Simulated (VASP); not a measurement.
# PtS2 (P-3m1) in VASP: settings compared, part 2 of 2

VASP 6.6.1. The steps go on from the part before.

**4. Single point, r2SCAN**

The input, POSCAR:

```
PtS2
1.0
    3.5526415803      0.0000000000      0.0000000000
   -1.7763207902      3.0766778591      0.0000000000
    0.0000000000      0.0000000000      5.1227110450
Pt S
1 2
Direct
    0.0000000000      0.0000000000      0.0000000000
    0.3333333333      0.6666666667      0.2392599773
    0.6666666667      0.3333333333      0.7607400227
```

The input, INCAR.step1:

```
PREC = Accurate
ENCUT = 520
ISMEAR = 0
SIGMA = 0.01
LREAL = F
LASPH = T
NELM = 80
NBANDS = 18
GGA = PE
ALGO = Normal
EDIFF = 1E-4
LWAVE = T
LCHARG = F
```

The input, INCAR.step2:

```
PREC = Accurate
ENCUT = 520
EDIFF = 1E-7
ISMEAR = 0
SIGMA = 0.01
LREAL = F
LASPH = T
NELM = 80
ALGO = Normal
ISIF = 2
LWAVE = F
LCHARG = F
METAGGA = R2SCAN
LMIXTAU = T
NBANDS = 18
ISTART = 1
```

The input, KPOINTS:

```
regular mesh
0
Gamma
  6 6 4
```

Potentials or basis: VASP PAW PBE potentials, release 64 (Pt, S).

Run with:

```console
> cat potpaw_PBE.64/Pt/POTCAR potpaw_PBE.64/S/POTCAR > POTCAR
> cp INCAR.step1 INCAR
> mpirun -np 1 vasp_std > vasp.out
> cp INCAR.step2 INCAR
> mpirun -np 1 vasp_std > vasp.out
```

OUTCAR:

```text
PREC = Accurate
   ENCUT = 520
   EDIFF = 1E-7
   ISMEAR = 0
   LREAL = F
   LASPH = T
   NELM = 80
   ISIF = 2
   METAGGA = R2SCAN
   ISTART = 1

 ion  position               nearest neighbor table
   1  0.000  0.000  0.000-   2 2.39   3 2.39   3 2.39   2 2.39   3 2.39   2 2.39
   2  0.333  0.667  0.239-   1 2.39   1 2.39   1 2.39
   3  0.667  0.333  0.761-   1 2.39   1 2.39   1 2.39

  LATTYP: Found a hexagonal cell.
 ALAT       =     3.5526415803
[... 696 lines left out ...]

  FORCE on cell =-STRESS in cart. coord.  units (eV):
  Direction    XX          YY          ZZ          XY          YZ          ZX
  --------------------------------------------------------------------------------------
  -------------------------------------------------------------------------------------
  Total        0.4251515      0.4251515      0.4532895     -0.0000000      0.0000000      0.0000000
  in kB       12.1652495     12.1652495     12.9703879     -0.0000000      0.0000000      0.0000000
  external PRESSURE =      12.4336289 kB  Pullay stress =       0.0000000 kB

 VOLUME and BASIS-vectors are now :
 -----------------------------------------------------------------------------
  energy-cutoff  :      520.00
  volume of cell :       55.99
      direct lattice vectors                 reciprocal lattice vectors
     3.552641580  0.000000000  0.000000000     0.281480689  0.162512952  0.000000000
    -1.776320790  3.076677859  0.000000000     0.000000000  0.325025903  0.000000000
     0.000000000  0.000000000  5.122711045     0.000000000  0.000000000  0.195209137

 POSITION                                       TOTAL-FORCE (eV/Angst)
 -----------------------------------------------------------------------------------
      0.00000      0.00000      0.00000        -0.000000      0.000000      0.000000
     -0.00000      2.05112      1.22566        -0.000000      0.000000     -0.048514
      1.77632      1.02556      3.89705         0.000000     -0.000000      0.048514
 -----------------------------------------------------------------------------------
    total drift:                                0.000000     -0.000000      0.000000

  FREE ENERGIE OF THE ION-ELECTRON SYSTEM (eV)
  ---------------------------------------------------
  free  energy   TOTEN  =       -68.8493913203 eV

  energy  without entropy=      -68.8493913203  energy(sigma->0) =      -68.84939132
```

OUTCAR.step1:

```text
PREC = Accurate
   ENCUT = 520
   ISMEAR = 0
   LREAL = F
[... 728 lines left out ...]
      0.00000      0.00000      0.00000        -0.000000      0.000000      0.000000
     -0.00000      2.05112      1.22566        -0.000000      0.000000      0.026482
      1.77632      1.02556      3.89705         0.000000     -0.000000     -0.026482
 -----------------------------------------------------------------------------------
    total drift:                                0.000000     -0.000000      0.000000

  FREE ENERGIE OF THE ION-ELECTRON SYSTEM (eV)
  ---------------------------------------------------
  free  energy   TOTEN  =       -15.3945042548 eV

  energy  without entropy=      -15.3945042548  energy(sigma->0) =      -15.39450425
```

OSZICAR.step1:

```text
N       E                     dE             d eps       ncg     rms          rms(c)
DAV:   1     0.112465737546E+03    0.11247E+03   -0.10571E+04   880   0.109E+03
DAV:   2    -0.110895294514E+02   -0.12356E+03   -0.11946E+03  1070   0.220E+02
DAV:   3    -0.166847030640E+02   -0.55952E+01   -0.55563E+01  1110   0.470E+01
DAV:   4    -0.167427151298E+02   -0.58012E-01   -0.57982E-01  1136   0.531E+00
DAV:   5    -0.167436668470E+02   -0.95172E-03   -0.95159E-03  1128   0.659E-01    0.179E+01
DAV:   6    -0.156610127823E+02    0.10827E+01   -0.61591E+00   906   0.240E+01    0.119E+01
DAV:   7    -0.154126199480E+02    0.24839E+00   -0.12093E+00   900   0.109E+01    0.583E+00
DAV:   8    -0.153974693679E+02    0.15151E-01   -0.63260E-02   964   0.173E+00    0.119E+00
DAV:   9    -0.153942389847E+02    0.32304E-02   -0.89812E-03  1040   0.968E-01    0.223E-01
DAV:  10    -0.153944551254E+02   -0.21614E-03   -0.14290E-03  1084   0.239E-01    0.909E-02
DAV:  11    -0.153945042548E+02   -0.49129E-04   -0.58045E-05   722   0.636E-02
   1 F= -.15394504E+02 E0= -.15394504E+02  d E =-.110675E-37
```

It took 2.2 min on 1 thread of AMD EPYC 7R43 (Zen 3), shared host; peak memory 0.15 GiB.

Results:

```
Free energy            : -68.8494 eV
Pressure               : 1.2 GPa
Largest force          : 0.049 eV/Å
Band gap on the k mesh : 0.98 eV (least direct gap 1.59 eV)
```

Forces on the atoms (eV/Å):
```
Pt   0.000  0.000  0.000
S    0.000  0.000 -0.049
S    0.000  0.000  0.049
```

Caveat: the PAW data sets were made with another functional, which shifts forces and pressure a little; spin-orbit coupling is left out, which moves the levels of the heavy elements.

**5. Single point, r2SCAN+rVV10**

POSCAR is that of step 4.

The input, INCAR.step1:

```
ALGO = Normal
EDIFF = 1E-4
ENCUT = 520
GGA = PE
ISMEAR = 0
LASPH = T
LCHARG = F
LREAL = F
LWAVE = T
NBANDS = 18
NELM = 100
PREC = Accurate
SIGMA = 0.01
```

The input, INCAR.step2:

```
ALGO = Normal
BPARAM = 11.95
CPARAM = 0.0093
EDIFF = 1E-6
ENCUT = 520
ISIF = 2
ISMEAR = 0
ISTART = 1
IVDW_NL = 2
LASPH = T
LCHARG = T
LELF = T
LMIXTAU = T
LREAL = F
LUSE_VDW = T
LVHAR = T
LWAVE = F
METAGGA = R2SCAN
NBANDS = 18
NELM = 100
PREC = Accurate
SIGMA = 0.01
```

The input, KPOINTS:

```
k-points
0
Gamma
  6 6 4
```

Potentials or basis: VASP PAW PBE potentials, release 64 (Pt, S).

Run with:

```console
> cat potpaw_PBE.64/Pt/POTCAR potpaw_PBE.64/S/POTCAR > POTCAR
> cp INCAR.step1 INCAR
> mpirun -np 1 vasp_std > vasp.out
> cp INCAR.step2 INCAR
> mpirun -np 1 vasp_std > vasp.out
```

OUTCAR:

```text
BPARAM = 11.95
   EDIFF = 1E-6
   ENCUT = 520
   ISIF = 2
   ISMEAR = 0
   ISTART = 1
   IVDW_NL = 2
   LASPH = T
   LREAL = F
   METAGGA = R2SCAN
   NELM = 100
   PREC = Accurate

 ion  position               nearest neighbor table
   1  0.000  0.000  0.000-   2 2.39   3 2.39   3 2.39   2 2.39   3 2.39   2 2.39
   2  0.333  0.667  0.239-   1 2.39   1 2.39   1 2.39
   3  0.667  0.333  0.761-   1 2.39   1 2.39   1 2.39

  LATTYP: Found a hexagonal cell.
 ALAT       =     3.5526415803
 C/A-ratio  =     1.4419442348

  Lattice vectors:

 A1 = (   3.5526415803,   0.0000000000,   0.0000000000)
 A2 = (  -1.7763207902,   3.0766778591,   0.0000000000)
 A3 = (   0.0000000000,   0.0000000000,   5.1227110450)

Analysis of symmetry for initial positions (statically):
=====================================================================
 Subroutine PRICEL returns:
 Original cell was already a primitive cell.

[... 168 lines left out ...]
  ---------------------------------------------------
  free energy    TOTEN  =       -68.41569129 eV

  energy without entropy =      -68.41569129  energy(sigma->0) =      -68.41569129

 E-fermi :   6.2542     XC(G=0): -11.2725

 val. band max:        6.2135725720   @ k =   0.0000   0.0000   0.0000
 cond. band min:       7.1796121409   @ k =   0.0000   0.3333   0.2500
 fundamental gap:      0.9660395689
 Fermi energy:         6.2541808563

 k-point     1 :       0.0000    0.0000    0.0000
  band No.  band energies     occupation
      1      -9.5635      2.00000
      2      -6.6427      2.00000
      3      -0.8453      2.00000
      4      -0.4919      2.00000
      5      -0.4919      2.00000
      6       2.3094      2.00000
[... 481 lines left out ...]
      5      -0.0895      2.00000
      6       1.8279      2.00000
[... 10 lines left out ...]
     17      14.6620      0.00000
     18      17.4405      0.00000

------------------------ aborting loop because EDIFF is reached ----------------------------------------

  FORCE on cell =-STRESS in cart. coord.  units (eV):
  Direction    XX          YY          ZZ          XY          YZ          ZX
  --------------------------------------------------------------------------------------
  -------------------------------------------------------------------------------------
  Total        0.0882817      0.0882817      0.0555827     -0.0000000     -0.0000000      0.0000000
  in kB        2.5260849      2.5260849      1.5904374     -0.0000000     -0.0000000      0.0000000
  external PRESSURE =       2.2142024 kB  Pullay stress =       0.0000000 kB

 VOLUME and BASIS-vectors are now :
 -----------------------------------------------------------------------------
  energy-cutoff  :      520.00
  volume of cell :       55.99
      direct lattice vectors                 reciprocal lattice vectors
     3.552641580  0.000000000  0.000000000     0.281480689  0.162512952  0.000000000
    -1.776320790  3.076677859  0.000000000     0.000000000  0.325025903  0.000000000
     0.000000000  0.000000000  5.122711045     0.000000000  0.000000000  0.195209137

 POSITION                                       TOTAL-FORCE (eV/Angst)
 -----------------------------------------------------------------------------------
      0.00000      0.00000      0.00000        -0.000000      0.000000      0.000000
     -0.00000      2.05112      1.22566         0.000000      0.000000      0.013602
      1.77632      1.02556      3.89705        -0.000000     -0.000000     -0.013602
 -----------------------------------------------------------------------------------
    total drift:                                0.000000     -0.000000      0.000000

  FREE ENERGIE OF THE ION-ELECTRON SYSTEM (eV)
  ---------------------------------------------------
  free  energy   TOTEN  =       -68.4156912928 eV

  energy  without entropy=      -68.4156912928  energy(sigma->0) =      -68.41569129
```

Run time: 2.7 min. Hardware: 1 thread of AMD EPYC 7R43 (Zen 3), shared host; peak memory 0.27 GiB.

What came out:

* Free energy: -68.4157 eV
* Pressure: 0.2 GPa
* Largest force: 0.014 eV/Å
* Band gap on the k mesh: 0.97 eV (least direct gap 1.58 eV)

Forces in eV/Å, atoms in the order of the input:
```
Pt   0.000  0.000  0.000
S    0.000  0.000  0.014
S    0.000  0.000 -0.014
```

Stress tensor (GPa, compression positive):
```
0.25 0.00 0.00
0.00 0.25 0.00
0.00 0.00 0.16
```

Caveat: the PAW data sets were made with another functional, which shifts forces and pressure a little; spin-orbit coupling is left out, which moves the levels of the heavy elements.

**6. Single point, r2SCAN**

POSCAR is that of step 5.

The input, INCAR.step1:

```
SYSTEM = PtS2
PREC = Accurate
ENCUT = 520
ISMEAR = 1
SIGMA = 0.5
LREAL = .False.
LASPH = .True.
NELM = 100
NBANDS = 18
GGA = PE
ALGO = Normal
EDIFF = 1E-4
LWAVE = .True.
LCHARG = .False.
```

The input, INCAR.step2:

```
SYSTEM = PtS2
PREC = Accurate
ENCUT = 520
EDIFF = 1E-6
ISMEAR = 1
SIGMA = 0.5
LREAL = .False.
LASPH = .True.
NELM = 100
ALGO = Normal
ISIF = 2
LWAVE = .False.
LCHARG = .False.
METAGGA = R2SCAN
LMIXTAU = .True.
NBANDS = 18
ISTART = 1
```

The input, KPOINTS:

```
regular mesh
0
Gamma
  6 6 4
  0 0 0
```

Potentials or basis: VASP PAW PBE potentials, release 64 (Pt, S).

Run with:

```console
> cat potpaw_PBE.64/Pt/POTCAR potpaw_PBE.64/S/POTCAR > POTCAR
> cp INCAR.step1 INCAR
> mpirun -np 1 vasp_std > vasp.out
> cp INCAR.step2 INCAR
> mpirun -np 1 vasp_std > vasp.out
```

It took 2.1 min on 1 thread of AMD EPYC 7R43 (Zen 3), shared host; peak memory 0.15 GiB.

Results (log left out):

```
Free energy            : -68.8377 eV
Pressure               : 1.2 GPa
Largest force          : 0.048 eV/Å
Band gap on the k mesh : 0.98 eV (least direct gap 1.59 eV)
```

Forces on the atoms (eV/Å):
```
Pt   0.000  0.000  0.000
S    0.000  0.000 -0.048
S    0.000  0.000  0.048
```

Stress tensor (GPa, compression positive):
```
1.24 0.00 0.00
0.00 1.24 0.00
0.00 0.00 1.13
```

Levels at points of the mesh, in eV from the valence-band top:
| k point | band 8 | band 9 | band 10 | band 11 | band 12 | band 13 | band 14 | band 15 |
| --- | --- | --- | --- | --- | --- | --- | --- | --- |
| (0.00, 0.00, 0.00) | -2.08 | -1.08 | -1.08 | 0.00 | 2.29 | 2.29 | 5.22 | 6.04 |
| (0.50, 0.00, 0.00) | -3.21 | -3.21 | -3.08 | -2.48 | 1.73 | 2.75 | 5.81 | 6.98 |
| (0.00, 0.00, 0.50) | -2.63 | -1.31 | -1.31 | -1.11 | 2.82 | 2.82 | 6.05 | 7.64 |
| (0.50, 0.00, 0.50) | -3.22 | -2.80 | -2.80 | -1.46 | 1.91 | 2.42 | 5.48 | 5.92 |

Caveat: the PAW data sets were made with another functional, which shifts forces and pressure a little; spin-orbit coupling is left out, which moves the levels of the heavy elements.

**7. Overview**

| level | potentials or basis | k mesh | smearing | gap on the mesh (eV) | pressure (GPa) | largest force (eV/Å) |
| --- | --- | --- | --- | --- | --- | --- |
| r2SCAN | VASP PAW PBE potentials, release 64 (Pt, S) | 3 × 3 × 3 | gaussian 0.01 eV | 1.00 | 0.9 | 0.21 |
| LDA | VASP PAW LDA potentials, release 64 (Pt, S) | 6 × 6 × 4 | gaussian 0.01 eV | 0.74 | -4.0 | 0.34 |
| r2SCAN | VASP PAW PBE potentials, release 64 (Pt, S) | 6 × 6 × 4 | gaussian 0.01 eV | 0.98 | 1.2 | 0.05 |
| r2SCAN+rVV10 | VASP PAW PBE potentials, release 64 (Pt, S) | 6 × 6 × 4 | gaussian 0.01 eV | 0.97 | 0.2 | 0.01 |
| r2SCAN | VASP PAW PBE potentials, release 64 (Pt, S) | 6 × 6 × 4 | methfessel-paxton 0.5 eV | 0.98 | 1.2 | 0.05 |

Alike in all rows: task single point; no spin polarisation; cell as given; cutoff (eV) 520.

Caveats: some runs use coarse meshes; spin-orbit coupling is left out, which moves the levels of the heavy elements; the PAW data sets were made with another functional, which shifts forces and pressure a little (at least some runs); an odd mesh through Γ misses points on the zone boundary, where band edges can lie (at least some runs); the cell stands under tension (at least some runs).

Absolute energies hang on the potentials; compare differences alone.
